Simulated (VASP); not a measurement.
Input of a VASP 6.6.1 run:

Contents of INCAR:

```
SYSTEM = KGe5
PREC = Accurate ; ENCUT = 520
EDIFF = 1E-7 ; ISMEAR = 0
SIGMA = 0.1 ; LREAL = .FALSE.
LASPH = .TRUE. ; NELM = 80
ALGO = Normal ; ISIF = 2
LWAVE = .FALSE. ; LCHARG = .FALSE.
GGA = PE ; NBANDS = 48
```

KPOINTS

```
regular mesh
0
G
  4 4 4
  0 0 0
```

The input POSCAR:

```
KGe5
1.0
   -2.9797458240      2.9797458240      5.3508288146
    2.9797458240     -2.9797458240      5.3508288146
    2.9797458240      2.9797458240     -5.3508288146
K Ge
1 5
Direct
    0.5000000000      0.5000000000      0.0000000000
    0.0000000000      0.0000000000      0.0000000000
    1.0063977009      0.7913080545      0.2150896464
    0.2086919455      0.4237815919      0.2150896464
    0.2086919455     -0.0063977009      0.7849103536
    0.5762184081      0.7913080545      0.7849103536
```

Potentials or basis: VASP PAW PBE potentials, release 64 (K_sv, Ge_d).

Launch:

```console
$ cat potpaw_PBE.64/K_sv/POTCAR potpaw_PBE.64/Ge_d/POTCAR > POTCAR
$ mpirun -np 1 vasp_std > vasp.out
```

Q: Predict the largest force.

A: 0.040 eV/Å.

Q: What does it give for the pressure?

A: 0.2 GPa.

Q: Predict the band gap on the k mesh.

A: Zero (an odd number of electrons rules out a gap without spin polarisation).

Stress tensor (GPa, compression positive):
```
0.16 0.00 0.00
0.00 0.16 0.00
0.00 0.00 0.27
```

Caveat: an odd number of electrons without spin polarisation forces a metal; a magnetic or distorted state may lie lower.
